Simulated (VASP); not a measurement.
A run of VASP 6.6.1 is set up as follows.

File INCAR:

```
SYSTEM = MgO
PREC = Accurate
ENCUT = 520
EDIFF = 1E-7
ISMEAR = 0
SIGMA = 0.01
LREAL = .False.
LASPH = .True.
NELM = 100
ALGO = Normal
ISIF = 2
LWAVE = .False.
LCHARG = .False.
GGA = PE
NBANDS = 11
```

The input KPOINTS:

```
Automatic mesh
0
Gamma
  6 6 6
  0 0 0
```

The input POSCAR:

```
MgO
1.0
    0.0000000000      2.1231890896      2.0897899895
    2.1231890896      0.0000000000      2.0897899895
    2.1231890896      2.1231890896      0.0000000000
Mg O
1 1
Direct
    0.0000000000      0.0000000000      0.0000000000
    0.5000000000      0.5000000000      0.5000000000
```

Potentials or basis: VASP PAW PBE potentials, release 64 (Mg, O).

Command:

```console
$ cat potpaw_PBE.64/Mg/POTCAR potpaw_PBE.64/O/POTCAR > POTCAR
$ mpirun -np 1 vasp_std > vasp.out
```

Q: Estimate the band gap on the k mesh.

A: 4.63 eV, direct.

Q: Predict the pressure.

A: 2.6 GPa.

Stress tensor (GPa, compression positive):
```
1.54 0.00 0.00
0.00 1.54 0.00
0.00 0.00 4.84
```

Caveat: the k points lie up to 0.43 Å⁻¹ apart; the cell differs from its parent crystal (epitaxial xy strain +1.0%).
